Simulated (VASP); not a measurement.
Write the native input for VASP 6.6.1 that does the following.

```
Task                   : single point
Functional             : PBE
Potentials or basis    : VASP PAW PBE potentials, release 64 (Os, C)
Cutoff                 : 600 eV
k mesh                 : 4 × 4 × 4
Occupations            : gaussian, width 0.1 eV
Spin                   : no spin polarisation
Dipole correction      : no
Further INCAR settings : ALGO = Normal; EDIFF = 1e-06; NBANDS = 24
```

The structure of Os3C2 lies in POSCAR:

```
Os3C2
1.0
    4.0050052817      0.0000000000      0.0000000000
    0.0000000000      4.0050052817      0.0000000000
    0.0000000000      0.0000000000      4.0050052817
Os C
3 2
Direct
    0.5000000000      0.0000000000      0.0000000000
    0.0000000000      0.5000000000      0.0000000000
    0.0000000000      0.0000000000      0.5000000000
    0.5000000000      0.5000000000      0.5000000000
    0.0000000000      0.0000000000      0.0000000000
```

The cell was built from a structure type or drawn by symmetry, and may not be a known phase.

The input as run:

INCAR

```
PREC     = Accurate       # precision mode
ENCUT    = 600            # plane-wave cutoff, eV
EDIFF    = 1E-6           # SCF threshold, eV
ISMEAR   = 0              # smearing method
SIGMA    = 0.1            # smearing width, eV
LREAL    = F              # projectors in reciprocal space
LASPH    = T              # aspherical terms in the spheres
NELM     = 120            # most SCF steps
ALGO     = Normal         # electronic algorithm
ISIF     = 2              # what is computed and relaxed
LWAVE    = F              # write WAVECAR
LCHARG   = F              # write CHGCAR
GGA      = PE             # functional
NBANDS   = 24             # bands
GGA_COMPAT= F
```

KPOINTS

```
Automatic mesh
0
Gamma
  4 4 4
```

Potentials or basis: VASP PAW PBE potentials, release 64 (Os, C).

Launch:

```console
$ cat potpaw_PBE.64/Os/POTCAR potpaw_PBE.64/C/POTCAR > POTCAR
$ mpirun -np 1 vasp_std > vasp.out
```

Results of the run:

```yaml
Pressure: 1.5 GPa
Band_gap_on_the_k_mesh: zero (bands 16 and 17 overlap by 0.92 eV)
```

Caveat: the k points lie up to 0.39 Å⁻¹ apart, too coarse for converged energies and pressures of a metal; spin-orbit coupling is left out, which moves the levels of the heavy elements.

Wall time 24 s on 1 thread of Intel Xeon 8259CL, on a shared host, peak memory 0.18 GiB.
